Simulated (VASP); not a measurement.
Input of a VASP 6.6.1 run:

INCAR

```
PREC = Accurate
ENCUT = 520
EDIFF = 1E-6
ISMEAR = 1
SIGMA = 0.05
LREAL = F
LASPH = T
NELM = 150
ALGO = Normal
ISIF = 2
LWAVE = F
LCHARG = F
ISPIN = 2
MAGMOM = 0 0 0 5.2
LORBIT = 11
LMAXMIX = 4
GGA = PS
NBANDS = 22
```

The input KPOINTS:

```
regular mesh
0
Gamma
  7 7 7
```

The input POSCAR:

```
MnBe3
1.0
    3.2517450000      0.0000000000      0.0000000000
    0.0000000000      3.2517450000      0.0000000000
    0.0000000000      0.0000000000      3.2517450000
Be Mn
3 1
Direct
    0.0000000000      0.5000000000      0.5000000000
    0.5000000000      0.0000000000      0.5000000000
    0.5000000000      0.5000000000      0.0000000000
    0.0000000000      0.0000000000      0.0000000000
```

Potentials or basis: VASP PAW PBE potentials, release 64 (Be, Mn_pv).

The run is started by

```sh
$ cat potpaw_PBE.64/Be/POTCAR potpaw_PBE.64/Mn_pv/POTCAR > POTCAR
$ mpirun -np 1 vasp_std > vasp.out
```

Q: What does it give for the site moments?

A: Be -0.04; Mn +1.01 μB.

Q: What does it give for the pressure?

A: -4.1 GPa.

Caveat: the cell stands under tension; the PAW data sets were made with another functional, which shifts forces and pressure a little.
